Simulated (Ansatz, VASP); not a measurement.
# ZnSe5 in VASP and in Ansatz

```
Zn Se
1.0
     6.40014    0.00000    0.00000
    -3.20007    5.54268    0.00000
     0.00000    0.00000    3.66538
Zn Se
1 5
Cartesian
  0.0000 0.0000 1.8327
  4.3591 0.0000 0.0000
  3.2001 1.8476 1.8327
  1.0205 1.7676 0.0000
  0.0000 3.6951 1.8327
  -2.1795 3.7751 0.0000
```

Change from the starting cell: species swapped into the SrMg5 type (P-62m, No. 189).

Alike in both runs: functional PBE; k mesh 6 × 6 × 10; occupations gaussian, width 0.1 eV; no spin polarisation.

Ansatz relaxed the structure, and its values are those at the end. VASP's run is a single point on that final structure, the one shown.

|  | VASP | Ansatz |
| --- | --- | --- |
| version | VASP 6.6.1 | Ansatz 0.2.0 |
| potentials or method | VASP PAW PBE potentials, release 64 (Zn, Se), cutoff 520 eV | scalar-relativistic, plane waves, PAW |
| valence electrons in the cell | 42 | 92 |

Ansatz gave:

- gap on the k mesh at the Fermi level (eV): none
- pressure (GPa): 0.0
- rms of the force components (eV/Å): 0.000

Problem. Which values does VASP return?

Solution. gap on the k mesh at the Fermi level (eV): none; pressure (GPa): 0.1; rms of the force components (eV/Å): 0.003.

A gap of «none» marks a metal or a gap that the smearing closes. With one functional, cell and mesh, what is left measures potentials, basis and numerics. VASP's potentials hold 42 valence electrons a cell and Ansatz's 92, so a difference there can come from the potentials and not from the codes.
